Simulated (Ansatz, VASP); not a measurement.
**Cl: VASP beside Ansatz**

```
Cl
1.0
     5.90853    0.00000    0.00000
     0.00000    6.51694    0.00000
     0.00000    0.00000   23.80816
Cl
1
Direct
  0.75000 0.07095 0.61985
```

Alike in both runs: task single point; functional PBE; dispersion D3(BJ); k mesh 3 × 3 × 1; occupations gaussian, width 0.05 eV; collinear spin.

|  | VASP | Ansatz |
| --- | --- | --- |
| version | VASP 6.6.1 | Ansatz 0.2.0 |
| potentials or method | VASP PAW PBE potentials, release 64 (Cl), cutoff 520 eV | scalar-relativistic, plane waves, PAW |
| valence electrons in the cell | 7 | 7 |

```csv
,VASP,Ansatz,Ansatz less VASP
net moment per atom (μB),1.00,1.00,0.000
size of the moment on the site where the two differ most (μB),0.71,1.00,+0.292
```

Site moments also hang on the region over which each program counts them. Ansatz's warnings: stability check not made.
